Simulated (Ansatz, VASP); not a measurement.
**One calculation of Gd, two programs**

Contents of POSCAR:

```
Gd
1.0
    3.6360000000      0.0000000000      0.0000000000
   -1.8180000000      3.1488683682      0.0000000000
    0.0000000000      0.0000000000      5.7826000000
Gd
2
Direct
    0.3333333333      0.6666666667      0.2500000000
    0.6666666667      0.3333333333      0.7500000000
```

INCAR.step1

```
ALGO = Normal
EDIFF = 1E-4
ENCUT = 520
GGA = PE
ISMEAR = -1
ISPIN = 2
LASPH = T
LCHARG = F
LDAU = T
LDAUJ = 0
LDAUL = 3
LDAUTYPE = 2
LDAUU = 2
LMAXMIX = 6
LREAL = F
LWAVE = T
MAGMOM = 7 7
NBANDS = 29
NELM = 150
PREC = Accurate
SIGMA = 0.05
```

The input INCAR.step2:

```
ALGO = Normal
EDIFF = 1E-6
ENCUT = 520
ISIF = 2
ISMEAR = -1
ISPIN = 2
ISTART = 1
LASPH = T
LCHARG = F
LDAU = T
LDAUJ = 0
LDAUL = 3
LDAUPRINT = 1
LDAUTYPE = 2
LDAUU = 2
LMAXMIX = 6
LMIXTAU = T
LORBIT = 11
LREAL = F
LWAVE = F
MAGMOM = 7 7
METAGGA = R2SCAN
NBANDS = 29
NELM = 150
PREC = Accurate
SIGMA = 0.05
```

The input KPOINTS:

```
k-points
0
Gamma
  9 9 5
```

Input for Ansatz:

```yaml
crystal:
  lattice:
    - [3.636, 0.0, 0.0]
    - [-1.818, 3.1488683682, 0.0]
    - [0.0, 0.0, 5.7826]
  atoms:
    - { symbol: Gd, position: [0.3333333333, 0.6666666667, 0.25], spin: 7.0 }
    - { symbol: Gd, position: [0.6666666667, 0.3333333333, 0.75], spin: 7.0 }
magnetization:
  spin_polarized: true
kpoints:
  mp_grid: { grid: [9, 9, 5] }
scf:
  occupations: { method: fermi_dirac, width: 0.05 }
hamiltonian:
  xc: r2scan
  pseudopotentials: { kind: paw }
  hubbard: { sites: [{ species: Gd, l: f, u_eff: 2 }] }
output:
  forces: true
  stress: true
  eigenvalues: true
  hubbard: { sites: [{ species: Gd, l: f }] }
  populations: true
  write_density: true
  write_potential: true
  elf: true
  volumetric_format: npy
```

Alike in both runs: task single point; functional r2SCAN; k mesh 9 × 9 × 5; occupations fermi-dirac, width 0.05 eV; collinear spin; Hubbard terms Gd f U = 2.0 eV.

|  | VASP | Ansatz |
| --- | --- | --- |
| version | VASP 6.6.1 | Ansatz 0.2.0 |
| potentials or method | VASP PAW PBE potentials, release 64 (Gd) | PAW with Ansatz's default frozen-core files, scalar-relativistic |
| plane-wave cutoff (eV) | 520 | 500 |
| valence electrons in the cell | 36 | 36 |

```tsv
	VASP	Ansatz	Ansatz less VASP
pressure (GPa)	1.0	1.0	-0.01
traceless stress, the component that is largest in VASP (GPa)	0.80	0.79	-0.008
net moment per atom (μB)	7.95	7.95	+0.003
size of the moment on the site where the two differ most (μB)	7.10	7.59	+0.488
```

VASP's potentials were made for PBE, not for r2SCAN. Site moments also hang on the region over which each program counts them. The programs project onto different local orbitals, so the same U acts differently, and such runs can settle in different states. Ansatz's warnings: filled band counts differ across k points, stability check not made.

Spin-orbit coupling is off throughout.
